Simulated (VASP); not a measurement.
# Te2Pb (Fm-3m) in VASP: a series of runs

Runs on Te2Pb. Level: PBE. Tasks: single point.

All numbers are computed with VASP 6.6.1; they aren't measurements. Logs are shortened: lines on timing, memory, paths and dates and some standing lists are left out, and cuts for length are marked.

## Step 1: The cell of the first run

Symmetry: Fm-3m, No. 225, cubic system. The conventional cell has a = 7.593 Å, b = 7.593 Å, c = 7.593 Å, α = 90.00°, β = 90.00°, γ = 90.00°. Pb (site symmetry m-3m) has 8 Te at 3.29 Å within 4.3 Å. Within 4.3 Å of Te (site symmetry -43m) lie 4 Pb at 3.29 Å and 6 Te at 3.80 Å.

## Step 2: Single point, PBE

The input, INCAR:

```
SYSTEM = Te2Pb
  ALGO = Normal
  EDIFF = 1E-7
  ENCUT = 520
  GGA = PE
  ISIF = 2
  ISMEAR = -1
  LASPH = .True.
  LCHARG = .False.
  LREAL = .False.
  LWAVE = .False.
  NBANDS = 20
  NELM = 100
  PREC = Accurate
  SIGMA = 0.02
```

The input, KPOINTS:

```
k-points
0
Gamma
  4 4 4
  0 0 0
```

The input, POSCAR:

```
Te2Pb
1.0
    0.0000000000      3.7966139269      3.7966139269
    3.7966139269      0.0000000000      3.7966139269
    3.7966139269      3.7966139269      0.0000000000
Pb Te
1 2
Direct
    0.0000000000      0.0000000000      0.0000000000
    0.2500000000      0.2500000000      0.2500000000
    0.7500000000      0.7500000000      0.7500000000
```

Potentials or basis: VASP PAW PBE potentials, release 64 (Pb_d, Te).

Launch:

```
cat potpaw_PBE.64/Pb_d/POTCAR potpaw_PBE.64/Te/POTCAR > POTCAR
mpirun -np 1 vasp_std > vasp.out
```

OUTCAR:

```text
SYSTEM = Te2Pb
   EDIFF = 1E-7
   ENCUT = 520
   GGA = PE
   ISIF = 2
   ISMEAR = -1
   LASPH = .True.
   LREAL = .False.
   NELM = 100
   PREC = Accurate

 ion  position               nearest neighbor table
   1  0.000  0.000  0.000-   3 3.29   3 3.29   3 3.29   2 3.29   3 3.29   2 3.29   2 3.29   2 3.29

   2  0.250  0.250  0.250-   1 3.29   1 3.29   1 3.29   1 3.29
   3  0.750  0.750  0.750-   1 3.29   1 3.29   1 3.29   1 3.29

  LATTYP: Found a face centered cubic cell.
 ALAT       =     7.5932278538

  Lattice vectors:

 A1 = (   0.0000000000,   3.7966139269,   3.7966139269)
 A2 = (   3.7966139269,   0.0000000000,   3.7966139269)
 A3 = (   3.7966139269,   3.7966139269,   0.0000000000)

Analysis of symmetry for initial positions (statically):
=====================================================================
 Subroutine PRICEL returns:
 Original cell was already a primitive cell.

 Routine SETGRP: Setting up the symmetry group for a
 face centered cubic supercell.

 Subroutine GETGRP returns: Found 48 space group operations
 (whereof 48 operations were pure point group operations)
 out of a pool of 48 trial point group operations.

The static configuration has the point symmetry O_h .

Analysis of symmetry for dynamics (positions and initial velocities):
=====================================================================
 Subroutine PRICEL returns:
 Original cell was already a primitive cell.

 Routine SETGRP: Setting up the symmetry group for a
 face centered cubic supercell.

 Subroutine GETGRP returns: Found 48 space group operations
 (whereof 48 operations were pure point group operations)
 out of a pool of 48 trial point group operations.

The dynamic configuration has the point symmetry O_h .

 Subroutine INISYM returns: Found 48 space group operations
 (whereof 48 operations are pure point group operations),
 and found     1 'primitive' translations

----------------------------------------------------------------------------------------

                                     Primitive cell

  volume of cell :     109.4509

  direct lattice vectors                    reciprocal lattice vectors
     0.000000000  3.796613927  3.796613927    -0.131696298  0.131696298  0.131696298
     3.796613927  0.000000000  3.796613927     0.131696298 -0.131696298  0.131696298
     3.796613927  3.796613927  0.000000000     0.131696298  0.131696298 -0.131696298

  length of vectors
     5.369222907  5.369222907  5.369222907     0.228104680  0.228104680  0.228104680

  position of ions in fractional coordinates (direct lattice)
     0.000000000  0.000000000  0.000000000
     0.250000000  0.250000000  0.250000000
     0.750000000  0.750000000  0.750000000

  ion indices of the primitive-cell ions
   primitive index   ion index
                 1           1
                 2           2
                 3           3

----------------------------------------------------------------------------------------

 KPOINTS: k-points

Automatic generation of k-mesh.
 Grid dimensions read from file:
 generate k-points for:    4    4    4

 Generating k-lattice:

  Cartesian coordinates                     Fractional coordinates (reciprocal lattice)
    -0.032924075  0.032924075  0.032924075     0.250000000  0.000000000  0.000000000
     0.032924075 -0.032924075  0.032924075     0.000000000  0.250000000  0.000000000
     0.032924075  0.032924075 -0.032924075     0.000000000  0.000000000  0.250000000

  Length of vectors
     0.057026170  0.057026170  0.057026170

  Shift w.r.t. Gamma in fractional coordinates (k-lattice)
     0.000000000  0.000000000  0.000000000

 Subroutine IBZKPT returns following result:
 ===========================================

 Found      8 irreducible k-points:

 Following reciprocal coordinates:
            Coordinates               Weight
  0.000000  0.000000  0.000000      1.000000
  0.250000  0.000000  0.000000      8.000000
  0.500000  0.000000  0.000000      4.000000
  0.250000  0.250000  0.000000      6.000000
  0.500000  0.250000  0.000000     24.000000
 -0.250000  0.250000  0.000000     12.000000
  0.500000  0.500000  0.000000      3.000000
 -0.250000  0.500000  0.250000      6.000000
   k-points           NKPTS =      8   k-points in BZ     NKDIM =      8   number of bands    NBANDS=     20
   number of dos      NEDOS =    301   number of ions     NIONS =      3
   total plane-waves  NPLWV =  64000
   dimension x,y,z NGX =    40 NGY =   40 NGZ =   40
   dimension x,y,z NGXF=    80 NGYF=   80 NGZF=   80
   ions per type =               1   2
   NGX,Y,Z   is equivalent  to a cutoff of  12.39, 12.39, 12.39 a.u.
   NGXF,Y,Z  is equivalent  to a cutoff of  24.77, 24.77, 24.77 a.u.
 SYSTEM =  Te2Pb
   PREC   = accura    normal or accurate (medium, high low for compatibility)
   ISTART =      0    job   : 0-new  1-cont  2-samecut
   ICHARG =      2    charge: 1-file 2-atom 10-const
   ISPIN  =      1    spin polarized calculation?
   LNONCOLLINEAR =      F non collinear calculations
   LSORBIT =      F    spin-orbit coupling
   LASPH  =      T    aspherical Exc in radial PAW
   ENCUT  =  520.0 eV  38.22 Ry    6.18 a.u.   9.98  9.98  9.98*2*pi/ulx,y,z
   NELM   =    100;   NELMIN=  2; NELMDL= -5     # of ELM steps
   EDIFF  = 0.1E-06   stopping-criterion for ELM
   LREAL  =      F    real-space projection
   EDIFFG = 0.1E-05   stopping-criterion for IOM
   NSW    =      0    number of steps for IOM
   IBRION =     -1    ionic relax: 0-MD 1-quasi-New 2-CG
   NFREE  =      0    steps in history (QN), initial steepest desc. (CG)
   ISIF   =      2    stress and relaxation
   ISYM   =      2    0-nonsym 1-usesym 2-fastsym
   POTIM  = 0.5000    time-step for ionic-motion
   TEBEG  =    0.0;   TEEND  =   0.0 temperature during run
   PSTRESS=    0.0 pullay stress
   NELECT =      26.0000    total number of electrons
   NUPDOWN=      -1.0000    fix difference up-down
   EMIN   =  10.00;   EMAX   =-10.00  energy-range for DOS
   EFERMI =   0.00;   METHOD = LEGACY
   ISMEAR =    -1;   SIGMA  =   0.02  broadening in eV -4-tet -1-fermi 0-gaus
   EFERMI_NEDOS =   21; number of points for ismear=-14 and -15
   IALGO  =     38    algorithm
   IMIX   =      4    mixing-type and parameters
     AMIX     =   0.40;   BMIX     =  1.00
     AMIX_MAG =   1.60;   BMIX_MAG =  1.00
  volume/ion in A,a.u.               =      36.48       246.20
  Fermi-wavevector in a.u.,A,eV,Ry     =   1.013895  1.915983 13.986550  1.027982
  Thomas-Fermi vector in A             =   2.147090
   LORBIT       =      0    0 simple, 1 ext, 2 COOP (PROOUT), +10 PAW based schemes
   GGA     = PE    functional components
   LHFCALC =     F    Hartree Fock is set to
   AEXX    =    0.0000 exact exchange contribution
   IVDW    =     0    specifies the selected vdW correction
   LEPSILON=     F    determine dielectric tensor
   LRPA    =     F    only Hartree local field effects (RPA)
 non-spin polarized calculation
  energy-cutoff  :      520.00
  volume of cell :      109.45
 maximum number of plane-waves:      2996
   NGX = 19   NGY = 19   NGZ = 19

 number of electron      26.0000005 magnetization

 Free energy of the ion-electron system (eV)
  ---------------------------------------------------
  ext. energy  EPLUGINS =         0.00000000
  ---------------------------------------------------
  free energy    TOTEN  =        -9.60075819 eV

  energy without entropy =       -9.59320746  energy(sigma->0) =       -9.59698282

 E-fermi :   4.7444     XC(G=0):  -8.8309

 val. band max:        4.5610163438   @ k =   0.2500   0.2500   0.0000
 cond. band min:       4.7539826730   @ k =   0.2500   0.0000   0.0000
 fundamental gap:      0.1929663292
 Fermi energy:         4.7443894559

 k-point     1 :       0.0000    0.0000    0.0000
  band No.  band energies     occupation
      1     -11.8419      2.00000
      2     -11.8419      2.00000
      3     -11.8419      2.00000
      4     -11.8144      2.00000
      5     -11.8144      2.00000
      6      -7.3180      2.00000
[... 12 lines left out ...]
     19       9.9208      0.00000
     20      10.3221      0.00000

 k-point     2 :       0.2500    0.0000    0.0000
  band No.  band energies     occupation
      1     -11.8477      2.00000
      2     -11.8396      2.00000
      3     -11.8396      2.00000
      4     -11.8143      2.00000
      5     -11.8143      2.00000
      6      -6.9539      2.00000
[... 12 lines left out ...]
     19      11.1395      0.00000
     20      11.5012      0.00000

 k-point     3 :       0.5000    0.0000    0.0000
  band No.  band energies     occupation
      1     -11.8539      2.00000
      2     -11.8376      2.00000
      3     -11.8376      2.00000
      4     -11.8140      2.00000
      5     -11.8140      2.00000
      6      -6.1059      2.00000
[... 12 lines left out ...]
     19      11.5245      0.00000
     20      11.5245      0.00000

 k-point     4 :       0.2500    0.2500    0.0000
  band No.  band energies     occupation
      1     -11.8520      2.00000
      2     -11.8373      2.00000
      3     -11.8373      2.00000
      4     -11.8156      2.00000
      5     -11.8133      2.00000
      6      -6.8487      2.00000
[... 12 lines left out ...]
     19      11.4023      0.00000
     20      11.9878      0.00000

 k-point     5 :       0.5000    0.2500    0.0000
  band No.  band energies     occupation
      1     -11.8538      2.00000
      2     -11.8395      2.00000
      3     -11.8351      2.00000
      4     -11.8155      2.00000
      5     -11.8132      2.00000
      6      -6.1605      2.00000
[... 12 lines left out ...]
     19      11.7927      0.00000
     20      12.4482      0.00000

 k-point     6 :      -0.2500    0.2500    0.0000
  band No.  band energies     occupation
      1     -11.8480      2.00000
      2     -11.8430      2.00000
      3     -11.8371      2.00000
      4     -11.8145      2.00000
      5     -11.8142      2.00000
      6      -6.4025      2.00000
[... 12 lines left out ...]
     19      11.8716      0.00000
     20      12.8997      0.00000

 k-point     7 :       0.5000    0.5000    0.0000
  band No.  band energies     occupation
      1     -11.8623      2.00000
      2     -11.8327      2.00000
      3     -11.8327      2.00000
      4     -11.8168      2.00000
      5     -11.8122      2.00000
      6      -6.0937      2.00000
[... 12 lines left out ...]
     19      11.0791      0.00000
     20      12.2246      0.00000

 k-point     8 :      -0.2500    0.5000    0.2500
  band No.  band energies     occupation
      1     -11.8479      2.00000
      2     -11.8479      2.00000
      3     -11.8328      2.00000
      4     -11.8157      2.00000
      5     -11.8134      2.00000
      6      -5.7204      2.00000
[... 12 lines left out ...]
     19      12.2827      0.00000
     20      12.2833      0.00000

------------------------ aborting loop because EDIFF is reached ----------------------------------------

  FORCE on cell =-STRESS in cart. coord.  units (eV):
  Direction    XX          YY          ZZ          XY          YZ          ZX
  --------------------------------------------------------------------------------------
  -------------------------------------------------------------------------------------
  Total        0.2647648      0.2647648      0.2647648      0.0000000      0.0000000     -0.0000000
  in kB        3.8757121      3.8757121      3.8757121      0.0000000      0.0000000     -0.0000000
  external PRESSURE =       3.8757121 kB  Pullay stress =       0.0000000 kB

 VOLUME and BASIS-vectors are now :
 -----------------------------------------------------------------------------
  energy-cutoff  :      520.00
  volume of cell :      109.45
      direct lattice vectors                 reciprocal lattice vectors
     0.000000000  3.796613927  3.796613927    -0.131696298  0.131696298  0.131696298
     3.796613927  0.000000000  3.796613927     0.131696298 -0.131696298  0.131696298
     3.796613927  3.796613927  0.000000000     0.131696298  0.131696298 -0.131696298

 POSITION                                       TOTAL-FORCE (eV/Angst)
 -----------------------------------------------------------------------------------
      0.00000      0.00000      0.00000         0.000000      0.000000     -0.000000
      1.89831      1.89831      1.89831        -0.000000      0.000000      0.000000
      5.69492      5.69492      5.69492        -0.000000     -0.000000     -0.000000
 -----------------------------------------------------------------------------------
    total drift:                               -0.000000      0.000000      0.000000

  FREE ENERGIE OF THE ION-ELECTRON SYSTEM (eV)
  ---------------------------------------------------
  free  energy   TOTEN  =        -9.6007581901 eV

  energy  without entropy=       -9.5932074579  energy(sigma->0) =       -9.59698282
```

Wall time 44 s (1 thread of AMD EPYC 7R13, shared host); peak memory 0.21 GiB.

Results:

```
Free energy            : -9.6008 eV
Pressure               : 0.4 GPa
Band gap on the k mesh : zero (band 13 reaches 5.47 eV, above the bottom of band 14 at 3.62 eV)
```

Caveat: spin-orbit coupling is left out, which moves the levels of the heavy elements.

(Part 1 of 2 ends here.)
